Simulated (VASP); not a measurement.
# AlN (Fm-3m) in VASP: density of states with PBE

Aim: the density of states of AlN with PBE.

All numbers are computed with VASP 6.6.1; they aren't measurements. Logs are shortened: lines on timing, memory, paths and dates and some standing lists are left out, and cuts for length are marked.

**1. The cell of the first run**

It takes space group Fm-3m (No. 225, cubic). Conventional cell: a = 4.071 Å, b = 4.071 Å, c = 4.071 Å, α = 90.00°, β = 90.00°, γ = 90.00°. Al (site symmetry m-3m) has 6 N at 2.04 Å within 2.7 Å. Within 2.7 Å of N (site symmetry m-3m) lie 6 Al at 2.04 Å.

**2. Density of states, PBE**

The input, POSCAR:

```
AlN
1.0
    0.0000000000      2.0352713043      2.0352713043
    2.0352713043      0.0000000000      2.0352713043
    2.0352713043      2.0352713043      0.0000000000
Al N
1 1
Direct
    0.0000000000      0.0000000000      0.0000000000
    0.5000000000      0.5000000000      0.5000000000
```

The input, INCAR.step1:

```
ALGO = Normal
EDIFF = 1E-6
ENCUT = 520
GGA = PE
ISIF = 2
ISMEAR = 0
LASPH = T
LCHARG = T
LREAL = F
LWAVE = F
NBANDS = 11
NELM = 100
PREC = Accurate
SIGMA = 0.05
```

The input, KPOINTS.step1:

```
k-points
0
Gamma
  14 14 14
```

The input, INCAR.step2:

```
ALGO = Normal
EDIFF = 1E-6
ENCUT = 520
GGA = PE
ICHARG = 11
ISIF = 2
ISMEAR = -5
LASPH = T
LCHARG = F
LORBIT = 11
LREAL = F
LWAVE = F
NBANDS = 11
NEDOS = 1001
NELM = 100
PREC = Accurate
SIGMA = 0.05
```

The input, KPOINTS.step2:

```
k-points
0
Gamma
  21 21 21
```

Potentials or basis: VASP PAW PBE potentials, release 64 (Al, N).

Launch:

```sh
$ cat potpaw_PBE.64/Al/POTCAR potpaw_PBE.64/N/POTCAR > POTCAR
$ cp INCAR.step1 INCAR
$ cp KPOINTS.step1 KPOINTS
$ mpirun -np 1 vasp_std > vasp.out
$ cp INCAR.step2 INCAR
$ cp KPOINTS.step2 KPOINTS
$ mpirun -np 1 vasp_std > vasp.out
```

OUTCAR:

```text
EDIFF = 1E-6
   ENCUT = 520
   GGA = PE
   ICHARG = 11
   ISIF = 2
   ISMEAR = -5
   LASPH = T
   LORBIT = 11
   LREAL = F
   NELM = 100
   PREC = Accurate

 ion  position               nearest neighbor table
   1  0.000  0.000  0.000-   2 2.04   2 2.04   2 2.04   2 2.04   2 2.04   2 2.04
   2  0.500  0.500  0.500-   1 2.04   1 2.04   1 2.04   1 2.04   1 2.04   1 2.04

  LATTYP: Found a face centered cubic cell.
 ALAT       =     4.0705426086

  Lattice vectors:

 A1 = (   0.0000000000,   2.0352713043,   2.0352713043)
 A2 = (   2.0352713043,   0.0000000000,   2.0352713043)
 A3 = (   2.0352713043,   2.0352713043,   0.0000000000)

Analysis of symmetry for initial positions (statically):
=====================================================================
 Subroutine PRICEL returns:
 Original cell was already a primitive cell.

 Routine SETGRP: Setting up the symmetry group for a
 face centered cubic supercell.

 Subroutine GETGRP returns: Found 48 space group operations
 (whereof 48 operations were pure point group operations)
 out of a pool of 48 trial point group operations.

The static configuration has the point symmetry O_h .

Analysis of symmetry for dynamics (positions and initial velocities):
=====================================================================
 Subroutine PRICEL returns:
 Original cell was already a primitive cell.

 Routine SETGRP: Setting up the symmetry group for a
 face centered cubic supercell.

 Subroutine GETGRP returns: Found 48 space group operations
 (whereof 48 operations were pure point group operations)
 out of a pool of 48 trial point group operations.

The dynamic configuration has the point symmetry O_h .

 Subroutine INISYM returns: Found 48 space group operations
 (whereof 48 operations are pure point group operations),
 and found     1 'primitive' translations

----------------------------------------------------------------------------------------

                                     Primitive cell

  volume of cell :      16.8615

  direct lattice vectors                    reciprocal lattice vectors
     0.000000000  2.035271304  2.035271304    -0.245667494  0.245667494  0.245667494
     2.035271304  0.000000000  2.035271304     0.245667494 -0.245667494  0.245667494
     2.035271304  2.035271304  0.000000000     0.245667494  0.245667494 -0.245667494

  length of vectors
     2.878308282  2.878308282  2.878308282     0.425508581  0.425508581  0.425508581

  position of ions in fractional coordinates (direct lattice)
     0.000000000  0.000000000  0.000000000
     0.500000000  0.500000000  0.500000000

  ion indices of the primitive-cell ions
   primitive index   ion index
                 1           1
                 2           2

----------------------------------------------------------------------------------------

 KPOINTS: k-points

Automatic generation of k-mesh.
 Grid dimensions read from file:
 generate k-points for:   21   21   21

 Generating k-lattice:

  Cartesian coordinates                     Fractional coordinates (reciprocal lattice)
    -0.011698452  0.011698452  0.011698452     0.047619048  0.000000000  0.000000000
     0.011698452 -0.011698452  0.011698452     0.000000000  0.047619048  0.000000000
     0.011698452  0.011698452 -0.011698452     0.000000000  0.000000000  0.047619048

  Length of vectors
     0.020262313  0.020262313  0.020262313

  Shift w.r.t. Gamma in fractional coordinates (k-lattice)
     0.000000000  0.000000000  0.000000000

 TETIRR: Found   1276 inequivalent tetrahedra from    55566

 Subroutine IBZKPT returns following result:
 ===========================================

 Found    286 irreducible k-points:

 Following reciprocal coordinates:
            Coordinates               Weight
  0.000000  0.000000  0.000000      1.000000
  0.047619  0.000000  0.000000      8.000000
  0.095238  0.000000  0.000000      8.000000
  0.142857  0.000000  0.000000      8.000000
  0.190476  0.000000  0.000000      8.000000
  0.238095  0.000000  0.000000      8.000000
[... 16 lines left out ...]
 -0.428571  0.047619  0.000000     24.000000
 -0.380952  0.047619  0.000000     24.000000
 [... further k-points ...]
   k-points           NKPTS =    286   k-points in BZ     NKDIM =    286   number of bands    NBANDS=     11
   number of dos      NEDOS =   1001   number of ions     NIONS =      2
   total plane-waves  NPLWV =  13824
   dimension x,y,z NGX =    24 NGY =   24 NGZ =   24
   dimension x,y,z NGXF=    48 NGYF=   48 NGZF=   48
   ions per type =               1   1
   NGX,Y,Z   is equivalent  to a cutoff of  13.86, 13.86, 13.86 a.u.
   NGXF,Y,Z  is equivalent  to a cutoff of  27.72, 27.72, 27.72 a.u.
 SYSTEM =  unknown system
   PREC   = accura    normal or accurate (medium, high low for compatibility)
   ISTART =      0    job   : 0-new  1-cont  2-samecut
   ICHARG =     11    charge: 1-file 2-atom 10-const
   ISPIN  =      1    spin polarized calculation?
   LNONCOLLINEAR =      F non collinear calculations
   LSORBIT =      F    spin-orbit coupling
   LASPH  =      T    aspherical Exc in radial PAW
   ENCUT  =  520.0 eV  38.22 Ry    6.18 a.u.   5.35  5.35  5.35*2*pi/ulx,y,z
   NELM   =    100;   NELMIN=  2; NELMDL=  0     # of ELM steps
   EDIFF  = 0.1E-05   stopping-criterion for ELM
   LREAL  =      F    real-space projection
   EDIFFG = 0.1E-04   stopping-criterion for IOM
   NSW    =      0    number of steps for IOM
   IBRION =     -1    ionic relax: 0-MD 1-quasi-New 2-CG
   NFREE  =      0    steps in history (QN), initial steepest desc. (CG)
   ISIF   =      2    stress and relaxation
   ISYM   =      2    0-nonsym 1-usesym 2-fastsym
   POTIM  = 0.5000    time-step for ionic-motion
   TEBEG  =    0.0;   TEEND  =   0.0 temperature during run
   PSTRESS=    0.0 pullay stress
   NELECT =       8.0000    total number of electrons
   NUPDOWN=      -1.0000    fix difference up-down
   EMIN   =  10.00;   EMAX   =-10.00  energy-range for DOS
   EFERMI =   0.00;   METHOD = LEGACY
   ISMEAR =    -5;   SIGMA  =   0.05  broadening in eV -4-tet -1-fermi 0-gaus
   EFERMI_NEDOS =   21; number of points for ismear=-14 and -15
   IALGO  =     38    algorithm
   IMIX   =      4    mixing-type and parameters
     AMIX     =   0.40;   BMIX     =  1.00
     AMIX_MAG =   1.60;   BMIX_MAG =  1.00
  volume/ion in A,a.u.               =       8.43        56.89
  Fermi-wavevector in a.u.,A,eV,Ry     =   1.276848  2.412893 22.182132  1.630341
  Thomas-Fermi vector in A             =   2.409481
   LORBIT       =     11    0 simple, 1 ext, 2 COOP (PROOUT), +10 PAW based schemes
   GGA     = PE    functional components
   LHFCALC =     F    Hartree Fock is set to
   AEXX    =    0.0000 exact exchange contribution
   IVDW    =     0    specifies the selected vdW correction
   LEPSILON=     F    determine dielectric tensor
   LRPA    =     F    only Hartree local field effects (RPA)
 non-spin polarized calculation
 Fermi weights with tetrahedron method with Bloechl corrections
  energy-cutoff  :      520.00
  volume of cell :       16.86
 maximum number of plane-waves:       469
 NGX is ok and might be reduce to    24

 number of electron       8.0000000 magnetization

 Free energy of the ion-electron system (eV)
  ---------------------------------------------------
  ext. energy  EPLUGINS =         0.00000000
  ---------------------------------------------------
  free energy    TOTEN  =       -14.54594740 eV

  energy without entropy =      -14.54594740  energy(sigma->0) =      -14.54594740

 E-fermi :   9.7339     XC(G=0): -12.1913

 val. band max:        9.7035637450   @ k =   0.0000   0.0000   0.0000
 cond. band min:      14.1524774184   @ k =   0.4762   0.4762   0.0000
 fundamental gap:      4.4489136734
 Fermi energy:         9.7338781776

 k-point     1 :       0.0000    0.0000    0.0000
  band No.  band energies     occupation
      1      -7.6671      2.00000
      2       9.7036      2.00000
      3       9.7036      2.00000
      4       9.7036      2.00000
      5      15.0942      0.00000
      6      21.8055      0.00000
      7      21.8055      0.00000
      8      21.8055      0.00000
      9      26.8924      0.00000
     10      27.3450      0.00000
     11      27.3606      0.00000

 k-point     2 :       0.0476    0.0000    0.0000
  band No.  band energies     occupation
      1      -7.6212      2.00000
      2       9.4465      2.00000
      3       9.6757      2.00000
      4       9.6757      2.00000
      5      15.2700      0.00000
      6      21.5254      0.00000
      7      21.8793      0.00000
      8      21.8793      0.00000
      9      26.6382      0.00000
     10      26.6382      0.00000
     11      27.3275      0.00000

 k-point     3 :       0.0952    0.0000    0.0000
  band No.  band energies     occupation
      1      -7.4845      2.00000
      2       8.7701      2.00000
      3       9.5962      2.00000
      4       9.5962      2.00000
      5      15.6887      0.00000
      6      20.9576      0.00000
      7      22.0708      0.00000
      8      22.0708      0.00000
      9      25.7871      0.00000
     10      25.7871      0.00000
     11      27.6965      0.00000

 k-point     4 :       0.1429    0.0000    0.0000
  band No.  band energies     occupation
      1      -7.2597      2.00000
      2       7.8419      2.00000
      3       9.4761      2.00000
      4       9.4761      2.00000
      5      16.1332      0.00000
      6      20.4839      0.00000
      7      22.2669      0.00000
      8      22.2669      0.00000
      9      25.2049      0.00000
     10      25.2049      0.00000
     11      27.4493      0.00000

 k-point     5 :       0.1905    0.0000    0.0000
  band No.  band energies     occupation
      1      -6.9520      2.00000
      2       6.7865      2.00000
      3       9.3304      2.00000
      4       9.3304      2.00000
      5      16.4064      0.00000
      6      20.3327      0.00000
      7      22.2596      0.00000
      8      22.2596      0.00000
      9      25.1092      0.00000
     10      25.1092      0.00000
     11      27.0744      0.00000
[... 211 lines left out ...]
 k-point    21 :       0.4762    0.0476    0.0000
  band No.  band energies     occupation
      1      -4.5505      2.00000
      2       1.7125      2.00000
      3       8.5123      2.00000
      4       8.6078      2.00000
      5      15.9173      0.00000
      6      20.2432      0.00000
      7      20.7185      0.00000
      8      22.6354      0.00000
      9      25.9331      0.00000
     10      29.4611      0.00000
     11      30.1806      0.00000

 k-point    22 :      -0.4762    0.0476    0.0000
  band No.  band energies     occupation
      1      -4.4642      2.00000
      2       1.5778      2.00000
      3       8.4602      2.00000
      4       8.6323      2.00000
      5      15.8982      0.00000
      6      20.2479      0.00000
      7      20.6357      0.00000
      8      22.7094      0.00000
      9      25.9279      0.00000
     10      29.9685      0.00000
     11      30.0603      0.00000

 k-point    23 :      -0.4286    0.0476    0.0000
  band No.  band energies     occupation
      1      -4.6329      2.00000
      2       1.8435      2.00000
      3       8.4500      2.00000
      4       8.6957      2.00000
      5      15.9423      0.00000
      6      20.3656      0.00000
      7      20.6625      0.00000
      8      22.5652      0.00000
      9      25.9697      0.00000
     10      29.3129      0.00000
     11      29.8783      0.00000

 k-point    24 :      -0.3810    0.0476    0.0000
  band No.  band energies     occupation
      1      -4.9949      2.00000
      2       2.4456      2.00000
      3       8.4827      2.00000
      4       8.7943      2.00000
      5      16.0472      0.00000
      6      20.5909      0.00000
      7      20.8004      0.00000
      8      22.2153      0.00000
      9      26.0792      0.00000
     10      28.2483      0.00000
     11      29.2621      0.00000

 [... further k-points ...]

------------------------ aborting loop because EDIFF is reached ----------------------------------------

  FORCE on cell =-STRESS in cart. coord.  units (eV):
  Direction    XX          YY          ZZ          XY          YZ          ZX
  --------------------------------------------------------------------------------------
  -------------------------------------------------------------------------------------
  Total       -0.0283546     -0.0283546     -0.0283546      0.0000000      0.0000000      0.0000000
  in kB       -2.6942456     -2.6942456     -2.6942456      0.0000000      0.0000000      0.0000000
  external PRESSURE =      -2.6942456 kB  Pullay stress =       0.0000000 kB

 VOLUME and BASIS-vectors are now :
 -----------------------------------------------------------------------------
  energy-cutoff  :      520.00
  volume of cell :       16.86
      direct lattice vectors                 reciprocal lattice vectors
     0.000000000  2.035271304  2.035271304    -0.245667494  0.245667494  0.245667494
     2.035271304  0.000000000  2.035271304     0.245667494 -0.245667494  0.245667494
     2.035271304  2.035271304  0.000000000     0.245667494  0.245667494 -0.245667494

 POSITION                                       TOTAL-FORCE (eV/Angst)
 -----------------------------------------------------------------------------------
      0.00000      0.00000      0.00000         0.000000      0.000000      0.000000
      2.03527      2.03527      2.03527        -0.000000     -0.000000      0.000000
 -----------------------------------------------------------------------------------
    total drift:                               -0.000000     -0.000000      0.000000

  FREE ENERGIE OF THE ION-ELECTRON SYSTEM (eV)
  ---------------------------------------------------
  free  energy   TOTEN  =       -14.5459474040 eV

  energy  without entropy=      -14.5459474040  energy(sigma->0) =      -14.54594740

 total charge

# of ion       s       p       d       tot
------------------------------------------
    1        0.315   0.395   0.000   0.709
    2        1.219   2.638   0.000   3.857
--------------------------------------------------
tot          1.534   3.032   0.000   4.566
```

Wall time 14 s (1 thread of Intel Xeon 6975P-C (Granite Rapids), shared host); peak memory 0.17 GiB.

Results:

```
Valence electrons inside the program's atomic spheres : Al 0.71; N 3.86
```
